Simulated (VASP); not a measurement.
# GaN in VASP: further runs

GaN is run at these levels: PBEsol; tasks: single point.

Program: VASP 6.6.1. These are calculated values, not measurements. Logs are shortened: lines on timing, memory, paths and dates and some standing lists are left out, and cuts for length are marked.

### 1 The cell of the first run

Symmetry: C222_1, No. 20, orthorhombic system. The conventional cell has a = 4.378 Å, b = 4.498 Å, c = 4.378 Å, α = 90.00°, β = 90.00°, γ = 90.00°. Within 2.5 Å of Ga (site symmetry 2) lie 4 N at 1.86 to 1.97 Å. N (site symmetry 2) has 4 Ga at 1.86 to 1.97 Å within 2.5 Å.

### 2 Single point, PBEsol

INCAR reads:

```
SYSTEM = GaN
PREC = Accurate
ENCUT = 520
EDIFF = 1E-7
ISMEAR = 0
SIGMA = 0.05
LREAL = .FALSE.
LASPH = .TRUE.
NELM = 100
ALGO = Normal
ISIF = 2
LWAVE = .FALSE.
LCHARG = .FALSE.
GGA = PS
NBANDS = 26
```

KPOINTS reads:

```
Automatic mesh
0
G
  8 8 6
  0 0 0
```

POSCAR reads:

```
GaN
1.0
    0.0000000000     -2.2490913701     -2.1890406305
    0.0000000000      2.2490913701     -2.1890406305
    4.3780812609      0.0000000000      0.0000000000
Ga N
2 2
Direct
    0.4976558961      0.4976558961      0.5000000000
    0.0023441039      0.0023441039      0.0000000000
    0.0193411440      0.4806588560      0.2500000000
    0.4806588560      0.0193411440      0.7500000000
```

Potentials or basis: VASP PAW PBE potentials, release 64 (Ga_d, N).

Command:

```sh
$ cat potpaw_PBE.64/Ga_d/POTCAR potpaw_PBE.64/N/POTCAR > POTCAR
$ mpirun -np 1 vasp_std > vasp.out
```

OUTCAR:

```text
SYSTEM = GaN
   PREC = Accurate
   ENCUT = 520
   EDIFF = 1E-7
   ISMEAR = 0
   LREAL = .FALSE.
   LASPH = .TRUE.
   NELM = 100
   ISIF = 2
   GGA = PS

 ion  position               nearest neighbor table
   1  0.498  0.498  0.500-   3 1.86   4 1.86   3 1.97   4 1.97
   2  0.002  0.002  0.000-   3 1.86   4 1.86   3 1.97   4 1.97
   3  0.019  0.481  0.250-   1 1.86   2 1.86   2 1.97   1 1.97
   4  0.481  0.019  0.750-   1 1.86   2 1.86   2 1.97   1 1.97

  LATTYP: Found a base centered orthorhombic cell.
 ALAT       =     4.3780812610
 B/A-ratio  =     1.0274324463
 C/A-ratio  =     1.0000000000

  Lattice vectors:

 A1 = (   0.0000000000,  -2.2490913701,  -2.1890406305)
 A2 = (   0.0000000000,   2.2490913701,  -2.1890406305)
 A3 = (   4.3780812609,   0.0000000000,   0.0000000000)

Analysis of symmetry for initial positions (statically):
=====================================================================
 Subroutine PRICEL returns:
 Original cell was already a primitive cell.

 Routine SETGRP: Setting up the symmetry group for a
 base centered orthorhombic supercell.

 Subroutine GETGRP returns: Found  4 space group operations
 (whereof  2 operations were pure point group operations)
 out of a pool of  8 trial point group operations.

The static configuration has the point symmetry C_2 .
 The point group associated with its full space group is D_2 .

Analysis of symmetry for dynamics (positions and initial velocities):
=====================================================================
 Subroutine PRICEL returns:
 Original cell was already a primitive cell.

 Routine SETGRP: Setting up the symmetry group for a
 base centered orthorhombic supercell.

 Subroutine GETGRP returns: Found  4 space group operations
 (whereof  2 operations were pure point group operations)
 out of a pool of  8 trial point group operations.

The dynamic configuration has the point symmetry C_2 .
 The point group associated with its full space group is D_2 .

 Subroutine INISYM returns: Found  4 space group operations
 (whereof  2 operations are pure point group operations),
 and found     1 'primitive' translations

----------------------------------------------------------------------------------------

                                     Primitive cell

  volume of cell :      43.1097

  direct lattice vectors                    reciprocal lattice vectors
[... 90 lines left out ...]
   NELM   =    100;   NELMIN=  2; NELMDL= -5     # of ELM steps
   EDIFF  = 0.1E-06   stopping-criterion for ELM
   LREAL  =      F    real-space projection
   EDIFFG = 0.1E-05   stopping-criterion for IOM
   NSW    =      0    number of steps for IOM
   IBRION =     -1    ionic relax: 0-MD 1-quasi-New 2-CG
   NFREE  =      0    steps in history (QN), initial steepest desc. (CG)
   ISIF   =      2    stress and relaxation
   ISYM   =      2    0-nonsym 1-usesym 2-fastsym
   POTIM  = 0.5000    time-step for ionic-motion
   TEBEG  =    0.0;   TEEND  =   0.0 temperature during run
   PSTRESS=    0.0 pullay stress
   NELECT =      36.0000    total number of electrons
   NUPDOWN=      -1.0000    fix difference up-down
   EMIN   =  10.00;   EMAX   =-10.00  energy-range for DOS
   EFERMI =   0.00;   METHOD = LEGACY
   ISMEAR =     0;   SIGMA  =   0.05  broadening in eV -4-tet -1-fermi 0-gaus
   EFERMI_NEDOS =   21; number of points for ismear=-14 and -15
   IALGO  =     38    algorithm
   IMIX   =      4    mixing-type and parameters
     AMIX     =   0.40;   BMIX     =  1.00
     AMIX_MAG =   1.60;   BMIX_MAG =  1.00
  volume/ion in A,a.u.               =      10.78        72.73
  Fermi-wavevector in a.u.,A,eV,Ry     =   1.541644  2.913285 32.336505  2.376666
  Thomas-Fermi vector in A             =   2.647561
   LORBIT       =      0    0 simple, 1 ext, 2 COOP (PROOUT), +10 PAW based schemes
   GGA     = PS    functional components
   LHFCALC =     F    Hartree Fock is set to
   AEXX    =    0.0000 exact exchange contribution
   IVDW    =     0    specifies the selected vdW correction
   LEPSILON=     F    determine dielectric tensor
   LRPA    =     F    only Hartree local field effects (RPA)
 non-spin polarized calculation
 Gauss-broadening in eV      SIGMA  =   0.05
  energy-cutoff  :      520.00
  volume of cell :       43.11
 maximum number of plane-waves:      1184
   NGX = 11   NGY = 11   NGZ = 17

 number of electron      35.9999976 magnetization

 Free energy of the ion-electron system (eV)
  ---------------------------------------------------
  ext. energy  EPLUGINS =         0.00000000
  ---------------------------------------------------
  free energy    TOTEN  =       -25.98145019 eV

  energy without entropy =      -25.98145019  energy(sigma->0) =      -25.98145019

 E-fermi :   6.1284     XC(G=0): -12.2272

 val. band max:        5.8954708955   @ k =   0.0000   0.0000   0.0000
 cond. band min:       7.8650780048   @ k =   0.0000   0.0000   0.0000
 fundamental gap:      1.9696071093
 Fermi energy:         6.1283534086

 k-point     1 :       0.0000    0.0000    0.0000
  band No.  band energies     occupation
      1     -10.6693      2.00000
      2      -9.3049      2.00000
      3      -7.6789      2.00000
      4      -7.6614      2.00000
      5      -7.6547      2.00000
      6      -7.5831      2.00000
[... 685 lines left out ...]
     25      17.3473      0.00000
     26      18.8394      0.00000

 [... further k-points ...]

------------------------ aborting loop because EDIFF is reached ----------------------------------------

  FORCE on cell =-STRESS in cart. coord.  units (eV):
  Direction    XX          YY          ZZ          XY          YZ          ZX
  --------------------------------------------------------------------------------------
  -------------------------------------------------------------------------------------
  Total        3.9677029      2.5074240      3.7364843      0.0000000      0.0000000      0.0000000
  in kB      147.4602594     93.1887808    138.8669869      0.0000000      0.0000000      0.0000000
  external PRESSURE =     126.5053424 kB  Pullay stress =       0.0000000 kB

 VOLUME and BASIS-vectors are now :
 -----------------------------------------------------------------------------
  energy-cutoff  :      520.00
  volume of cell :       43.11
      direct lattice vectors                 reciprocal lattice vectors
     0.000000000 -2.249091370 -2.189040631     0.000000000 -0.222312000 -0.228410562
     0.000000000  2.249091370 -2.189040631     0.000000000  0.222312000 -0.228410562
     4.378081261  0.000000000  0.000000000     0.228410562  0.000000000  0.000000000

 POSITION                                       TOTAL-FORCE (eV/Angst)
 -----------------------------------------------------------------------------------
      2.18904      0.00000     -2.17878        -0.000000      0.000000     -1.247632
      0.00000      0.00000     -0.01026        -0.000000      0.000000      1.247632
      1.09452      1.03755     -1.09452         0.000000      1.874071     -0.000000
      3.28356     -1.03755     -1.09452        -0.000000     -1.874071     -0.000000
 -----------------------------------------------------------------------------------
    total drift:                               -0.000000      0.000000     -0.000000

  FREE ENERGIE OF THE ION-ELECTRON SYSTEM (eV)
  ---------------------------------------------------
  free  energy   TOTEN  =       -25.9814501938 eV

  energy  without entropy=      -25.9814501938  energy(sigma->0) =      -25.98145019
```

OSZICAR:

```text
N       E                     dE             d eps       ncg     rms          rms(c)
DAV:   1     0.260366841561E+03    0.26037E+03   -0.17899E+04  5032   0.259E+03
DAV:   2     0.263762278130E+01   -0.25773E+03   -0.24324E+03  4696   0.468E+02
DAV:   3    -0.288824797821E+02   -0.31520E+02   -0.31089E+02  5214   0.137E+02
DAV:   4    -0.298544068391E+02   -0.97193E+00   -0.96821E+00  5264   0.258E+01
DAV:   5    -0.298747406543E+02   -0.20334E-01   -0.20310E-01  5312   0.364E+00    0.106E+01
DAV:   6    -0.259672473571E+02    0.39075E+01   -0.85119E+00  7292   0.516E+01    0.309E+00
DAV:   7    -0.260274186405E+02   -0.60171E-01   -0.14084E+00  4688   0.836E+00    0.271E+00
DAV:   8    -0.260009302773E+02    0.26488E-01   -0.17906E-01  7282   0.545E+00    0.998E-01
DAV:   9    -0.259809130496E+02    0.20017E-01   -0.60377E-02  7030   0.425E+00    0.273E-01
DAV:  10    -0.259815113892E+02   -0.59834E-03   -0.46406E-03  4610   0.524E-01    0.637E-02
DAV:  11    -0.259814500242E+02    0.61365E-04   -0.42678E-04  6582   0.395E-01    0.318E-02
DAV:  12    -0.259814507521E+02   -0.72781E-06   -0.47114E-05  4748   0.614E-02    0.201E-02
DAV:  13    -0.259814502197E+02    0.53230E-06   -0.75047E-06  5670   0.202E-02    0.150E-03
DAV:  14    -0.259814501938E+02    0.25912E-07   -0.37775E-07  4722   0.115E-02
   1 F= -.25981450E+02 E0= -.25981450E+02  d E =-.278361E-13
```

stdout:

```text
POSCAR found type information on POSCAR GaN
 POSCAR found :  2 types and       4 ions
 scaLAPACK will be used
 -----------------------------------------------------------------------------
|                                                                             |
|                                                                             |
|     You enforced a specific xc type in the INCAR file but a different       |
|     I HOPE YOU KNOW WHAT YOU ARE DOING!                                     |
|                                                                             |
 -----------------------------------------------------------------------------

 LDA part: xc-table for (Slater+PW92), standard interpolation
 POSCAR, INCAR and KPOINTS ok, starting setup
 FFT: planning ... GRIDC
 FFT: planning ... GRID_SOFT
 FFT: planning ... GRID
 WAVECAR not read
 entering main loop
```

It took 42 s on 1 thread of AMD EPYC 9R45 (Zen 5), shared host; peak memory 0.18 GiB.

What came out:

```
Free energy            : -25.9815 eV
Pressure               : 12.7 GPa
Largest force          : 1.874 eV/Å
Band gap on the k mesh : 1.97 eV
```

Forces on the atoms (eV/Å):
```
Ga   0.000  0.000 -1.248
Ga   0.000  0.000  1.248
N    0.000  1.874  0.000
N    0.000 -1.874  0.000
```

Caveat: the PAW data sets were made with another functional, which shifts forces and pressure a little. A hybrid or GW would open this gap; PBEsol tends to underestimate it.

### 3 Single point, PBEsol

INCAR reads:

```
SYSTEM = GaN
  ALGO = Normal
  EDIFF = 1E-6
  ENCUT = 520
  GGA = PS
  ISIF = 2
  ISMEAR = 0
  LASPH = .TRUE.
  LCHARG = .FALSE.
  LREAL = .FALSE.
  LWAVE = .FALSE.
  NBANDS = 26
  NELM = 80
  PREC = Accurate
  SIGMA = 0.05
```

KPOINTS reads:

```
k-points
0
G
  8 8 6
  0 0 0
```

POSCAR reads:

```
GaN
1.0
    0.0000000000     -2.2490913701     -2.1890406305
    0.0000000000      2.2490913701     -2.1890406305
    4.3780812609      0.0000000000      0.0000000000
Ga N
2 2
Direct
    0.4992186320      0.4992186320      0.5000000000
    0.0007813680      0.0007813680      0.0000000000
    0.0064470480      0.4935529520      0.2500000000
    0.4935529520      0.0064470480      0.7500000000
```

Potentials or basis: VASP PAW PBE potentials, release 64 (Ga_d, N).

Command:

```sh
$ cat potpaw_PBE.64/Ga_d/POTCAR potpaw_PBE.64/N/POTCAR > POTCAR
$ mpirun -np 1 vasp_std > vasp.out
```

It took 38 s on 1 thread of AMD EPYC 9R45 (Zen 5), shared host; peak memory 0.18 GiB.

It converged, with:

* Free energy: -26.1378 eV
* Pressure: 11.2 GPa
* Largest force: 0.625 eV/Å
* Band gap on the k mesh: 2.01 eV

Forces in eV/Å, atoms in the order of the input:
```
Ga   0.000  0.000 -0.412
Ga   0.000  0.000  0.412
N    0.000  0.625  0.000
N    0.000 -0.625  0.000
```

Stress tensor (GPa, compression positive):
```
12.49  0.00  0.00
 0.00  8.83  0.00
 0.00  0.00 12.41
```

Levels at points of the mesh, in eV from the valence-band top:
```
           k point  band 16  band 17  band 18  band 19  band 20  band 21
(0.00, 0.00, 0.00)    -0.14    -0.01     0.00     2.01     3.13     6.70
(0.50, 0.00, 0.00)    -3.45    -1.29    -1.17     6.76     6.81     7.41
(0.50, 0.50, 0.00)    -3.07    -2.86    -2.85     3.12     3.33     6.70
(0.00, 0.00, 0.50)    -1.76    -1.68    -1.68     4.68     4.68     7.58
(0.50, 0.00, 0.50)    -1.22    -0.99    -0.99     4.90     4.90     8.87
(0.50, 0.50, 0.50)    -4.09    -4.01    -4.01     6.23     6.23     8.94
```

Caveat: the PAW data sets were made with another functional, which shifts forces and pressure a little.

### 4 Single point, PBEsol

INCAR reads:

```
ALGO     = Normal         # electronic algorithm
EDIFF    = 1E-6           # SCF threshold, eV
ENCUT    = 520            # plane-wave cutoff, eV
GGA      = PS             # functional
ISIF     = 2              # what is computed and relaxed
ISMEAR   = 0              # smearing method
LASPH    = True           # aspherical terms in the spheres
LCHARG   = False          # write CHGCAR
LREAL    = False          # projectors in reciprocal space
LWAVE    = False          # write WAVECAR
NBANDS   = 26             # bands
NELM     = 80             # most SCF steps
PREC     = Accurate       # precision mode
SIGMA    = 0.05           # smearing width, eV
```

KPOINTS reads:

```
k-points
0
Gamma
  8 8 6
```

POSCAR reads:

```
GaN
1.0
    0.0000000000     -2.2490913701     -2.1890406305
    0.0000000000      2.2490913701     -2.1890406305
    4.3780812609      0.0000000000      0.0000000000
Ga N
2 2
Direct
    0.5000000000      0.5000000000      0.5000000000
    0.0000000000      0.0000000000      0.0000000000
    0.0000000000      0.5000000000      0.2500000000
    0.5000000000      0.0000000000      0.7500000000
```

Command:

```sh
$ cat potpaw_PBE.64/Ga_d/POTCAR potpaw_PBE.64/N/POTCAR > POTCAR
$ mpirun -np 1 vasp_std > vasp.out
```

Wall time 45 s (1 thread of AMD EPYC 9R45 (Zen 5), shared host); peak memory 0.18 GiB.

It converged, with:

```yaml
Free_energy: -26.1574 eV
Pressure: 11.1 GPa
Band_gap_on_the_k_mesh: 2.02 eV
```

Stress tensor (GPa, compression positive):
```
12.29  0.00  0.00
 0.00  8.85  0.00
 0.00  0.00 12.30
```

Levels at points of the mesh, in eV from the valence-band top:
| k point | band 16 | band 17 | band 18 | band 19 | band 20 | band 21 |
| --- | --- | --- | --- | --- | --- | --- |
| (0.00, 0.00, 0.00) | -0.14 | 0.00 | 0.00 | 2.02 | 3.13 | 6.70 |
| (0.50, 0.00, 0.00) | -3.52 | -1.23 | -1.23 | 6.80 | 6.80 | 7.45 |
| (0.50, 0.50, 0.00) | -3.06 | -2.85 | -2.85 | 3.13 | 3.33 | 6.70 |
| (0.00, 0.00, 0.50) | -1.75 | -1.68 | -1.68 | 4.69 | 4.69 | 7.59 |
| (0.50, 0.00, 0.50) | -1.21 | -0.99 | -0.99 | 4.90 | 4.90 | 8.88 |
| (0.50, 0.50, 0.50) | -4.06 | -4.05 | -4.05 | 6.26 | 6.26 | 8.92 |

Caveat: the PAW data sets were made with another functional, which shifts forces and pressure a little.

### 5 Single point, PBEsol

INCAR reads:

```
PREC = Accurate
ENCUT = 520
EDIFF = 1E-7
ISMEAR = 0
SIGMA = 0.05
LREAL = False
LASPH = True
NELM = 100
ALGO = Normal
ISIF = 2
LWAVE = False
LCHARG = False
GGA = PS
NBANDS = 26
```

KPOINTS reads:

```
Automatic mesh
0
Gamma
  8 8 6
```

POSCAR reads:

```
GaN
1.0
    0.0000000000     -2.2490913701     -2.1890406305
    0.0000000000      2.2490913701     -2.1890406305
    4.3780812609      0.0000000000      0.0000000000
Ga N
2 2
Direct
    0.4984372640      0.4984372640      0.5000000000
    0.0015627360      0.0015627360      0.0000000000
    0.0128940960      0.4871059040      0.2500000000
    0.4871059040      0.0128940960      0.7500000000
```

Command:

```sh
$ cat potpaw_PBE.64/Ga_d/POTCAR potpaw_PBE.64/N/POTCAR > POTCAR
$ mpirun -np 1 vasp_std > vasp.out
```

Run time: 47 s. Hardware: 1 thread of AMD EPYC 9R45 (Zen 5), shared host; peak memory 0.18 GiB.

It converged, with:

| Quantity | Value |
| --- | --- |
| Free energy | -26.0792 eV |
| Pressure | 11.8 GPa |
| Largest force | 1.251 eV/Å |
| Band gap on the k mesh | 2.00 eV |

Forces on the atoms (eV/Å):
```
Ga   0.000  0.000 -0.827
Ga   0.000  0.000  0.827
N    0.000  1.251  0.000
N    0.000 -1.251  0.000
```

Stress tensor (GPa, compression positive):
```
13.36  0.00  0.00
 0.00  9.04  0.00
 0.00  0.00 12.99
```

Levels at points of the mesh, in eV from the valence-band top:
```tsv
k point	band 14	band 15	band 16	band 17	band 18	band 19	band 20	band 21	band 22	band 23
(0.00, 0.00, 0.00)	-3.08	-3.07	-0.15	-0.03	0.00	2.00	3.14	6.70	10.34	10.42
(0.50, 0.00, 0.00)	-5.39	-3.68	-3.38	-1.36	-1.11	6.69	6.80	7.38	7.51	9.34
(0.50, 0.50, 0.00)	-6.39	-3.10	-3.09	-2.88	-2.84	3.09	3.34	6.69	7.16	11.70
(0.00, 0.00, 0.50)	-3.46	-1.76	-1.76	-1.68	-1.68	4.65	4.65	7.55	7.55	11.70
(0.50, 0.00, 0.50)	-7.57	-1.24	-1.24	-0.99	-0.99	4.89	4.89	8.82	8.82	10.33
(0.50, 0.50, 0.50)	-6.10	-4.13	-4.13	-3.97	-3.97	6.15	6.15	8.99	8.99	10.79
```

Caveat: the PAW data sets were made with another functional, which shifts forces and pressure a little. As with any semilocal functional, this PBEsol gap is likely too small.

### 6 Single point, PBEsol

This run uses another cell than the first one, of 11.08 Å³/atom, 1.028 times its volume.

INCAR reads:

```
ALGO     = Normal         # electronic algorithm
EDIFF    = 1E-6           # SCF threshold, eV
ENCUT    = 520            # plane-wave cutoff, eV
GGA      = PS             # functional
ISIF     = 2              # what is computed and relaxed
ISMEAR   = 0              # smearing method
LASPH    = True           # aspherical terms in the spheres
LCHARG   = True           # write CHGCAR
LELF     = True           # ELF
LREAL    = False          # projectors in reciprocal space
LVHAR    = True         
LWAVE    = False          # write WAVECAR
NBANDS   = 26             # bands
NELM     = 100            # most SCF steps
PREC     = Accurate       # precision mode
SIGMA    = 0.05           # smearing width, eV
```

KPOINTS reads:

```
k-points
0
Gamma
  8 8 6
```

POSCAR reads:

```
GaN
1.0
    0.0000000000     -2.2490913701     -2.2191784549
    0.0000000000      2.2490913701     -2.2191784549
    4.4383569097      0.0000000000      0.0000000000
Ga N
2 2
Direct
    0.4992186320      0.4992186320      0.5000000000
    0.0007813680      0.0007813680      0.0000000000
    0.0064470480      0.4935529520      0.2500000000
    0.4935529520      0.0064470480      0.7500000000
```

Potentials or basis: VASP PAW PBE potentials, release 64 (Ga_d, N).

Command:

```sh
$ cat potpaw_PBE.64/Ga_d/POTCAR potpaw_PBE.64/N/POTCAR > POTCAR
$ mpirun -np 1 vasp_std > vasp.out
```

Wall time 47 s (1 thread of AMD EPYC 9R45 (Zen 5), shared host); peak memory 0.18 GiB.

The run converged. Its results:

```yaml
Free_energy: -26.2063 eV
Pressure: 5.3 GPa
Largest_force: 0.576 eV/Å
Band_gap_on_the_k_mesh: 1.86 eV
```

Forces on the atoms (eV/Å):
```
Ga   0.000  0.000 -0.363
Ga   0.000  0.000  0.363
N    0.000  0.576  0.000
N    0.000 -0.576  0.000
```

Stress tensor (GPa, compression positive):
```
5.91 0.00 0.00
0.00 4.03 0.00
0.00 0.00 5.83
```

Levels at points of the mesh, in eV from the valence-band top:
```
           k point  band 14  band 15  band 16  band 17  band 18  band 19  band 20  band 21  band 22  band 23
(0.00, 0.00, 0.00)    -2.91    -2.91    -0.07    -0.01     0.00     1.86     3.18     6.65    10.33    10.35
(0.50, 0.00, 0.00)    -5.38    -3.50    -3.35    -1.19    -1.08     6.61     6.63     7.41     7.46     9.40
(0.50, 0.50, 0.00)    -6.29    -2.92    -2.91    -2.81    -2.79     3.17     3.28     6.65     6.87    11.66
(0.00, 0.00, 0.50)    -3.45    -1.63    -1.63    -1.60    -1.60     4.60     4.60     7.46     7.46    11.60
(0.50, 0.00, 0.50)    -7.36    -1.11    -1.11    -0.98    -0.98     4.75     4.75     8.75     8.75    10.30
(0.50, 0.50, 0.50)    -5.92    -3.94    -3.94    -3.85    -3.85     6.17     6.17     8.69     8.69    10.51
```

Caveat: the PAW data sets were made with another functional, which shifts forces and pressure a little. Expect the measured gap to be larger: semilocal functionals such as PBEsol lack the derivative discontinuity.
